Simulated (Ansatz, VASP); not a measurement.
## One calculation of AlSn, two programs

Contents of INCAR:

```
SYSTEM = AlSn
  PREC = Accurate
  ENCUT = 600
  EDIFF = 1E-6
  ISMEAR = -1
  SIGMA = 0.05
  LREAL = .FALSE.
  LASPH = .TRUE.
  NELM = 100
  ALGO = Normal
  ISIF = 3
  LWAVE = .FALSE.
  LCHARG = .FALSE.
  GGA = CA
  IBRION = 2
  NSW = 60
  EDIFFG = -0.01
```

KPOINTS

```
Automatic mesh
0
G
  7 7 8
  0 0 0
```

POSCAR

```
AlSn
1.0
    4.1981056157      0.0000000000      0.0000000000
   -2.0990528078      3.6356661109      0.0000000000
    0.0000000000      0.0000000000      3.3068470000
Sn Al
1 1
Direct
    0.3333333333      0.6666666667      0.5000000000
    0.0000000000      0.0000000000      0.0000000000
```

input.yaml

```yaml
crystal:
  lattice:
    - [4.1981056157, 0.0, 0.0]
    - [-2.0990528078, 3.6356661109, 0.0]
    - [0.0, 0.0, 3.306847]
  atoms:
    - { symbol: Sn, position: [0.3333333333, 0.6666666667, 0.5] }
    - { symbol: Al, position: [0.0, 0.0, 0.0] }
hamiltonian:
  xc: lda
  pseudopotentials: { kind: paw }
kpoints:
  mp_grid: { grid: [7, 7, 8] }
scf:
  occupations: { method: fermi_dirac, width: 0.05 }
output:
  forces: true
  stress: true
  eigenvalues: true
relax:
  f_tol: 0.01
  max_steps: 40
  cell: { stress_tol: 0.05 }
```

Alike in both runs: task relaxation of cell and atoms; functional LDA; k mesh 7 × 7 × 8; occupations fermi-dirac, width 0.05 eV; no spin polarisation.

|  | VASP | Ansatz |
| --- | --- | --- |
| version | VASP 6.6.1 | Ansatz 0.2.0 |
| potentials or method | VASP PAW LDA potentials, release 64 (Sn_d, Al) | Ansatz PAW |
| plane-wave cutoff (eV) | 600 | 420 |
| valence electrons in the cell | 17 | 17 |

VASP gave:

| Property | Result |
| --- | --- |
| gap on the k mesh at the Fermi level, each at its own relaxed structure (eV) | none |
| relaxed volume (Å³/atom) | 23.78 |
| relaxed cell length with the largest relative difference (Å) | 4.105 |

Question: Estimate Ansatz's values.

Answer: gap on the k mesh at the Fermi level, each at its own relaxed structure (eV): none; relaxed volume (Å³/atom): 23.76; relaxed cell length with the largest relative difference (Å): 4.104.

LDA's correlation is that of Perdew and Zunger in VASP and of Perdew and Wang (1992) in Ansatz. A gap of «none» marks a metal or a gap that the smearing closes.

Noted on Ansatz's run: the plane-wave basis is chosen anew once the cell has moved, so the energies of steps on either side of that aren't comparable.
